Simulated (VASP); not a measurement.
# Hf2B5 (P-3m1) in VASP: further runs, part 2 of 2

VASP 6.6.1. Earlier steps stand in the parts before.

### 4 Relaxation of cell and atoms, PBE

Contents of INCAR:

```
SYSTEM = Hf2B5
ALGO     = Normal         ! electronic algorithm
EDIFF    = 1E-6           ! SCF threshold, eV
EDIFFG   = -0.04          ! ionic threshold
ENCUT    = 600            ! plane-wave cutoff, eV
GGA      = PE             ! functional
IBRION   = 2              ! ionic algorithm
ISIF     = 3              ! what is computed and relaxed
ISMEAR   = 0              ! smearing method
LASPH    = .True.         ! aspherical terms in the spheres
LCHARG   = .False.        ! write CHGCAR
LREAL    = .False.        ! projectors in reciprocal space
LWAVE    = .False.        ! write WAVECAR
NELM     = 80             ! most SCF steps
NSW      = 90             ! ionic steps
PREC     = Accurate       ! precision mode
SIGMA    = 0.1            ! smearing width, eV
```

Contents of KPOINTS:

```
k-points
0
Gamma
  6 6 4
  0 0 0
```

Contents of POSCAR:

```
Hf2B5
1.0
    3.8562153400      0.0000000000      0.0000000000
   -1.9281076700      3.3395804500      0.0000000000
    0.0000000000      0.0000000000      5.3019338300
Hf B
2 5
Direct
    0.3333333300      0.6666666700      0.3643862400
    0.6666666700      0.3333333300      0.6356137600
    0.5000000000      0.0000000000      0.0000000000
    0.0000000000      0.5000000000      0.0000000000
    0.5000000000      0.5000000000      0.0000000000
    0.0000000000      0.0000000000      0.5000000000
    0.0000000000      0.0000000000      0.0000000000
```

Potentials or basis: VASP PAW PBE potentials, release 64 (Hf_pv, B).

Command:

```console
> cat potpaw_PBE.64/Hf_pv/POTCAR potpaw_PBE.64/B/POTCAR > POTCAR
> mpirun -np 1 vasp_std > vasp.out
```

OUTCAR:

```text
SYSTEM = Hf2B5
   EDIFF = 1E-6
   EDIFFG = -0.04
   ENCUT = 600
   GGA = PE
   IBRION = 2
   ISIF = 3
   ISMEAR = 0
   LASPH = .True.
   LREAL = .False.
   NELM = 80
   NSW = 90
   PREC = Accurate

 ion  position               nearest neighbor table
   1  0.333  0.667  0.364-   4 2.23   3 2.23   5 2.23   6 2.34   6 2.34   6 2.34   2 2.65   2 2.65
                             2 2.65   7 2.95   7 2.95   7 2.95
   2  0.667  0.333  0.636-   4 2.23   3 2.23   5 2.23   6 2.34   6 2.34   6 2.34   1 2.65   1 2.65
                             1 2.65   7 2.95   7 2.95   7 2.95
   3  0.500  0.000  0.000-   7 1.93   7 1.93   4 1.93   5 1.93   5 1.93   4 1.93   1 2.23   2 2.23

   4  0.000  0.500  0.000-   5 1.93   5 1.93   7 1.93   7 1.93   3 1.93   3 1.93   1 2.23   2 2.23

   5  0.500  0.500  0.000-   4 1.93   4 1.93   7 1.93   3 1.93   3 1.93   7 1.93   1 2.23   2 2.23

   6  0.000  0.000  0.500-   1 2.34   2 2.34   2 2.34   1 2.34   2 2.34   1 2.34
   7  0.000  0.000  0.000-   3 1.93   3 1.93   5 1.93   4 1.93   4 1.93   5 1.93   1 2.95   2 2.95
                             2 2.95   1 2.95   1 2.95   2 2.95

  LATTYP: Found a hexagonal cell.
 ALAT       =     3.8562153400
 C/A-ratio  =     1.3749060575

  Lattice vectors:

 A1 = (   3.8562153400,   0.0000000000,   0.0000000000)
[... 189 lines left out ...]

------------------------ aborting loop because EDIFF is reached ----------------------------------------

  FORCE on cell =-STRESS in cart. coord.  units (eV):
  Direction    XX          YY          ZZ          XY          YZ          ZX
  --------------------------------------------------------------------------------------
  -------------------------------------------------------------------------------------
  Total        6.5114443      6.5114443     27.8006650      0.0000000     -0.0000000      0.0000000
  in kB      152.7919305    152.7919308    652.3464073      0.0000000     -0.0000000      0.0000000
  external PRESSURE =     319.3100895 kB  Pullay stress =       0.0000000 kB
[... 104 lines left out ...]
  FREE ENERGIE OF THE ION-ELECTRON SYSTEM (eV)
  ---------------------------------------------------
  free  energy   TOTEN  =       -48.8955705689 eV

  energy  without entropy=      -48.8744074458  energy(sigma->0) =      -48.88498901

[... ionic steps 4 to 7 ...]

--------------------------------------- Ionic step        8  -------------------------------------------

 number of electron      35.0000003 magnetization

------------------------ aborting loop because EDIFF is reached ----------------------------------------
[... 77 lines left out ...]
--------------------------------------- Ionic step       10  -------------------------------------------

 number of electron      34.9999999 magnetization

 Free energy of the ion-electron system (eV)
  ---------------------------------------------------
  ext. energy  EPLUGINS =         0.00000000
  ---------------------------------------------------
  free energy    TOTEN  =       -52.13916803 eV

  energy without entropy =      -52.12215878  energy(sigma->0) =      -52.13066340

 E-fermi :   6.2601     XC(G=0): -11.6718

 val. band max:        6.2197648393   @ k =   0.1667   0.0000   0.2500
 cond. band min:       6.2650370271   @ k =   0.1667   0.0000   0.0000
 fundamental gap:      0.0452721879
 Fermi energy:         6.2601185326

 k-point     1 :       0.0000    0.0000    0.0000
  band No.  band energies     occupation
      1     -24.4708      2.00000
      2     -24.1779      2.00000
      3     -24.1779      2.00000
      4     -24.1556      2.00000
      5     -24.1189      2.00000
      6     -24.1189      2.00000
[... 599 lines left out ...]
  FREE ENERGIE OF THE ION-ELECTRON SYSTEM (eV)
  ---------------------------------------------------
  free  energy   TOTEN  =       -52.1391680261 eV

  energy  without entropy=      -52.1221587808  energy(sigma->0) =      -52.13066340

 reached required accuracy - stopping structural energy minimisation
```

CONTCAR:

```text
Hf2B5
   1.00000000000000
     3.5530672409700097   -0.0000000000000000   -0.0000000000000000
    -1.7765336204850048    3.0770464943606206    0.0000000000000000
     0.0000000000000000   -0.0000000000000000    7.0461147748129580
  Hf              B
     2     5
Direct
     0.3333333300000021    0.6666666699999979    0.3235086781461888
     0.6666666699999979    0.3333333300000021    0.6764913218538111
     0.5000000000000000    0.0000000000000000    0.0000000000000000
     0.0000000000000000    0.5000000000000000    0.0000000000000000
     0.5000000000000000    0.5000000000000000    0.0000000000000000
     0.0000000000000000    0.0000000000000000    0.5000000000000000
     0.0000000000000000    0.0000000000000000    0.0000000000000000

  0.00000000E+00  0.00000000E+00  0.00000000E+00
  0.00000000E+00  0.00000000E+00  0.00000000E+00
  0.00000000E+00  0.00000000E+00  0.00000000E+00
  0.00000000E+00  0.00000000E+00  0.00000000E+00
  0.00000000E+00  0.00000000E+00  0.00000000E+00
  0.00000000E+00  0.00000000E+00  0.00000000E+00
  0.00000000E+00  0.00000000E+00  0.00000000E+00
```

Run time: 4.9 min. Hardware: 1 thread of Intel Xeon Platinum 8488C (Sapphire Rapids), shared host; peak memory 0.23 GiB.

Results:

```yaml
Free_energy: -52.1392 eV
Relaxed_volume: 11.00 Å³/atom
Relaxed_cell: a = 3.553 Å, b = 3.553 Å, c = 7.046 Å, α = 90.00°, β = 90.00°, γ = 120.00°
Space_group_after_relaxing_to_0.1_Å: P-3m1 (No. 164)
Energy_gained_by_relaxing: 837.5 meV/atom
Ionic_steps: 10
Pressure_after_relaxing: 0.4 GPa
Largest_force_after_relaxing: 0.004 eV/Å
Band_gap_on_the_k_mesh: zero (an odd number of electrons rules out a gap without spin polarisation)
```

Forces on the atoms (eV/Å):
```
Hf   0.000  0.000 -0.004
Hf   0.000  0.000  0.004
B    0.000  0.000  0.000
B    0.000  0.000  0.000
B    0.000  0.000  0.000
B    0.000  0.000  0.000
B    0.000  0.000  0.000
```

Stress tensor (GPa, compression positive):
```
0.48 0.00 0.00
0.00 0.48 0.00
0.00 0.00 0.24
```

Step by step:
```
step  energy change (eV)  largest force (eV/Å)  pressure (GPa)  volume (Å³)
   1              0.0000                1.3321           31.93        68.28
   2             -2.6100                2.4609          -15.98        88.83
   3             -2.6187                2.5102          -14.60        87.77
   4             -5.2497                0.1566          -16.91        87.10
   5             -5.3045                0.0376          -16.66        86.92
   6             -5.6149                0.5138           14.86        71.83
   7             -5.8570                0.2897           -0.12        77.36
   8             -5.8569                0.2952            0.26        77.17
   9             -5.8620                0.0659            0.36        77.06
  10             -5.8623                0.0042            0.40        77.03
```

Final structure:
```
CELL_PARAMETERS angstrom
3.55307 0.00000 0.00000
-1.77653 3.07705 0.00000
0.00000 0.00000 7.04611
ATOMIC_POSITIONS crystal
Hf 0.33333 0.66667 0.32351
Hf 0.66667 0.33333 0.67649
B 0.50000 0.00000 0.00000
B 0.00000 0.50000 0.00000
B 0.50000 0.50000 0.00000
B 0.00000 0.00000 0.50000
B 0.00000 0.00000 0.00000
```

Levels at points of the mesh, in eV from the Fermi level:
```csv
k point,band 13,band 14,band 15,band 16,band 17,band 18,band 19,band 20,band 21
"(0.00, 0.00, 0.00)",-3.53,-1.65,-1.65,-0.76,-0.76,-0.49,0.92,0.92,1.59
"(0.50, 0.00, 0.00)",-4.42,-3.29,-1.76,-1.25,-0.93,0.54,2.22,2.32,2.94
"(0.00, 0.00, 0.50)",-4.47,-1.88,-1.88,0.12,0.12,0.29,1.00,1.00,1.32
"(0.50, 0.00, 0.50)",-4.87,-2.98,-1.68,-1.57,-1.39,1.81,2.60,2.87,3.13
```

Caveat: a cell axis changed by over 15 % at a fixed basis, so the end point is rough; spin-orbit coupling is left out, which moves the levels of the heavy elements.

### 5 Single point, PBE

This run uses another cell than the first one, of 11.06 Å³/atom.

Contents of INCAR:

```
PREC = Accurate
ENCUT = 520
EDIFF = 1E-6
ISMEAR = 0
SIGMA = 0.1
LREAL = False
LASPH = True
NELM = 60
ALGO = Normal
ISIF = 2
LWAVE = False
LCHARG = True
GGA = PE
LELF = True
LVHAR = True
NBANDS = 26
```

Contents of KPOINTS:

```
Automatic mesh
0
Gamma
  12 12 6
```

Contents of POSCAR:

```
Hf2B5
1.0
    3.5575805208      0.0000000000      0.0000000000
   -1.7787902604      3.0809551070      0.0000000000
    0.0000000000      0.0000000000      7.0633846595
Hf B
2 5
Direct
    0.3333333333      0.6666666667      0.3246233205
    0.6666666667      0.3333333333      0.6753766795
    0.5000000000      0.0000000000      0.0000000000
    0.0000000000      0.5000000000      0.0000000000
    0.5000000000      0.5000000000      0.0000000000
    0.0000000000      0.0000000000      0.5000000000
    0.0000000000      0.0000000000      0.0000000000
```

Command:

```console
> cat potpaw_PBE.64/Hf_pv/POTCAR potpaw_PBE.64/B/POTCAR > POTCAR
> mpirun -np 1 vasp_std > vasp.out
```

It took 3.4 min on 1 thread of Intel Xeon Platinum 8488C (Sapphire Rapids), shared host; peak memory 0.31 GiB.

Results (log left out):

```
Free energy            : -52.1846 eV
Pressure               : -0.3 GPa
Largest force          : 0.019 eV/Å
Band gap on the k mesh : zero (an odd number of electrons rules out a gap without spin polarisation)
```

Forces on the atoms (eV/Å):
```
Hf   0.000  0.000  0.019
Hf   0.000  0.000 -0.019
B    0.000  0.000  0.000
B    0.000  0.000  0.000
B    0.000  0.000  0.000
B    0.000  0.000  0.000
B    0.000  0.000  0.000
```

Stress tensor (GPa, compression positive):
```
-0.25  0.00  0.00
 0.00 -0.25  0.00
 0.00  0.00 -0.42
```

Levels at points of the mesh, in eV from the Fermi level:
```
           k point  band 14  band 15  band 16  band 17  band 18  band 19  band 20  band 21
(0.00, 0.00, 0.00)    -1.69    -1.69    -0.89    -0.89    -0.59     0.88     0.88     1.50
(0.50, 0.00, 0.00)    -3.35    -1.77    -1.29    -0.96     0.46     2.09     2.22     2.77
(0.00, 0.00, 0.50)    -1.93    -1.93    -0.02    -0.02     0.09     0.94     0.94     1.11
(0.50, 0.00, 0.50)    -3.05    -1.72    -1.60    -1.41     1.71     2.48     2.69     2.95
```

Caveat: spin-orbit coupling is left out, which moves the levels of the heavy elements.

### 6 Relaxation of cell and atoms, PBE

This run uses another cell than the first one, of 11.05 Å³/atom.

Contents of INCAR:

```
SYSTEM = Hf2B5
  PREC = Accurate
  ENCUT = 600
  EDIFF = 1E-6
  ISMEAR = 0
  SIGMA = 0.1
  LREAL = .False.
  LASPH = .True.
  NELM = 100
  ALGO = Normal
  ISIF = 3
  LWAVE = .False.
  LCHARG = .False.
  GGA = PE
  IBRION = 2
  NSW = 100
  EDIFFG = -0.01
```

Contents of KPOINTS:

```
regular mesh
0
Gamma
  12 12 6
  0 0 0
```

Contents of POSCAR:

```
Hf2B5
1.0
    3.5575648039      0.0000000000      0.0000000000
   -1.7787824020      3.0809414958      0.0000000000
    0.0000000000      0.0000000000      7.0551350613
Hf B
2 5
Direct
    0.3333333333      0.6666666667      0.3233736247
    0.6666666667      0.3333333333      0.6766263753
    0.5000000000      0.0000000000      0.0000000000
    0.0000000000      0.5000000000      0.0000000000
    0.5000000000      0.5000000000      0.0000000000
    0.0000000000      0.0000000000      0.5000000000
    0.0000000000      0.0000000000      0.0000000000
```

Potentials or basis: VASP PAW PBE potentials, release 64 (Hf_pv, B).

Command:

```console
> cat potpaw_PBE.64/Hf_pv/POTCAR potpaw_PBE.64/B/POTCAR > POTCAR
> mpirun -np 1 vasp_std > vasp.out
```

Run time: 5.8 min. Hardware: 1 thread of Intel Xeon Platinum 8488C (Sapphire Rapids), shared host; peak memory 0.34 GiB.

It converged, with:

```yaml
Free_energy: -52.1896 eV
Energy_gained_by_relaxing: 0.2 meV/atom
Ionic_steps: 4
Pressure_after_relaxing: -0.1 GPa
Largest_force_after_relaxing: 0.010 eV/Å
Band_gap_on_the_k_mesh: zero (an odd number of electrons rules out a gap without spin polarisation)
```

Forces on the atoms (eV/Å):
```
Hf   0.000  0.000 -0.010
Hf   0.000  0.000  0.010
B    0.000  0.000  0.000
B    0.000  0.000  0.000
B    0.000  0.000  0.000
B    0.000  0.000  0.000
B    0.000  0.000  0.000
```

Step by step:
```csv
step,energy change (eV),largest force (eV/Å),pressure (GPa),volume (Å³)
1,0.0000,0.1638,-0.25,77.33
2,-0.0014,0.0199,0.31,77.13
3,-0.0014,0.0234,0.30,77.14
4,-0.0016,0.0100,-0.12,77.33
```

Final structure:
```xyz
7
Lattice="3.5571 0.0000 0.0000 -1.7785 3.0805 0.0000 0.0000 0.0000 7.0574" Properties=species:S:1:pos:R:3 pbc="T T T"
Hf    0.0000    2.0537    2.2923
Hf    1.7785    1.0268    4.7651
B     1.7785    0.0000    7.0574
B    -0.8893    1.5403    7.0574
B     0.8893    1.5403    7.0574
B     0.0000    0.0000    3.5287
B     0.0000    0.0000    7.0574
```

Levels at points of the mesh, in eV from the Fermi level:
```csv
k point,band 15,band 16,band 17,band 18,band 19,band 20
"(0.00, 0.00, 0.00)",-1.70,-0.89,-0.89,-0.59,0.88,0.88
"(0.50, 0.00, 0.00)",-1.76,-1.29,-0.96,0.46,2.09,2.23
"(0.00, 0.00, 0.50)",-1.94,-0.02,-0.02,0.10,0.93,0.93
"(0.50, 0.00, 0.50)",-1.72,-1.60,-1.40,1.71,2.48,2.69
```

Caveat: spin-orbit coupling is left out, which moves the levels of the heavy elements.

### 7 Overview

```csv
task,cell,k mesh,cutoff (eV),gap on the mesh (eV),pressure (GPa),relaxed volume (Å³/atom),largest force (eV/Å)
single point,"a = 3.856, b = 3.856, c = 5.302 Å, angles 90.0, 90.0, 120.0°, 7 atoms, atomic positions A",6 × 6 × 4,520,none,31.9,-,1.33
single point,"a = 3.558, b = 3.558, c = 7.055 Å, angles 90.0, 90.0, 120.0°, 7 atoms, atomic positions B",6 × 6 × 4,520,none,-0.3,-,0.02
relaxation of cell and atoms,"relaxed from a = 3.856, b = 3.856, c = 5.302 Å, angles 90.0, 90.0, 120.0°, 7 atoms, atomic positions A",6 × 6 × 4,600,none,0.4,11.00,-
single point,"a = 3.558, b = 3.558, c = 7.063 Å, angles 90.0, 90.0, 120.0°, 7 atoms, atomic positions C",12 × 12 × 6,520,none,-0.3,-,0.02
relaxation of cell and atoms,"relaxed from a = 3.558, b = 3.558, c = 7.055 Å, angles 90.0, 90.0, 120.0°, 7 atoms, atomic positions B",12 × 12 × 6,600,none,-0.1,11.05,0.01
```

Alike in all rows: level PBE; potentials or basis VASP PAW PBE potentials, release 64 (Hf_pv, B); no spin polarisation; smearing gaussian 0.1 eV.

Caveats: spin-orbit coupling is left out, which moves the levels of the heavy elements; the cell stands under pressure (at least some runs); forces of over 1 eV/Å act on the atoms, so gaps and moduli don't describe the material at rest (at least some runs); a cell axis changed by over 15 % at a fixed basis, so the end point is rough (at least some runs).

Absolute energies hang on the potentials; compare differences alone.
